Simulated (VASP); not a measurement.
Si:

```
CELL_PARAMETERS angstrom
3.98541 0.00000 0.00000
-1.99271 3.45147 0.00000
0.00000 0.00000 6.27241
ATOMIC_POSITIONS crystal
Si 0.33333 0.66667 0.99771
Si 0.66667 0.33333 0.49771
Si 0.33333 0.66667 0.37729
Si 0.66667 0.33333 0.87729
```

This cell differs from its parent crystal: epitaxial xy strain +4.0%.

Base run:

| Property | Result |
| --- | --- |
| Program | VASP 6.6.1 |
| Functional | PBE |
| Potentials or basis | VASP PAW PBE potentials, release 64 (Si) |
| Cutoff | 520 eV |
| k mesh | 12 × 12 × 4 |
| Occupations | fermi-dirac, width 0.02 eV |
| Spin | no spin polarisation |

Its results: band gap on the k mesh 0.35 eV, direct; pressure -4.2 GPa; largest force 0.030 eV/Å.

The run is repeated on the same cell with these changes: functional from PBE to r2SCAN; occupations from fermi-dirac, width 0.02 eV to gaussian, width 0.01 eV. What comes out?

Band gap on the k mesh 0.56 eV, indirect (least direct gap 0.64 eV); pressure -5.7 GPa; largest force 0.007 eV/Å.

Caveats: the PAW data sets were made with another functional, which shifts forces and pressure a little (some runs).

A k mesh can miss the band edges.
